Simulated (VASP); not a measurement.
A run of VASP 6.6.1 is set up as follows.

Contents of INCAR:

```
SYSTEM = P
ALGO     = Normal         ! electronic algorithm
EDIFF    = 1E-7           ! SCF threshold, eV
ENCUT    = 520            ! plane-wave cutoff, eV
ISIF     = 2              ! what is computed and relaxed
ISMEAR   = -1             ! smearing method
LASPH    = .True.         ! aspherical terms in the spheres
LCHARG   = .False.        ! write CHGCAR
LREAL    = .False.        ! projectors in reciprocal space
LWAVE    = .False.        ! write WAVECAR
NBANDS   = 12             ! bands
NELM     = 60             ! most SCF steps
PREC     = Accurate       ! precision mode
SIGMA    = 0.1            ! smearing width, eV
```

KPOINTS

```
Automatic mesh
0
Gamma
  8 8 4
  0.5 0.5 0.5
```

File POSCAR:

```
P
1.0
    2.4246941100      0.0000000000      0.0000000000
    0.0000000000      2.4385351400      0.0000000000
   -0.0203144600      0.0000000000      4.8524329000
P
2
Direct
    0.0000000000      0.0000000000      0.2505746400
    0.0000000300      0.0000000000      0.7494253600
```

Potentials or basis: VASP PAW LDA potentials, release 64 (P).

Run with:

```sh
$ cat potpaw_LDA.64/P/POTCAR > POTCAR
$ mpirun -np 1 vasp_std > vasp.out
```

(1) What does it give for the band gap on the k mesh?

(2) What does it give for the largest force?

## Answers

(1) zero (band 5 reaches 13.61 eV, above the bottom of band 6 at 7.02 eV).

(2) 0.016 eV/Å.
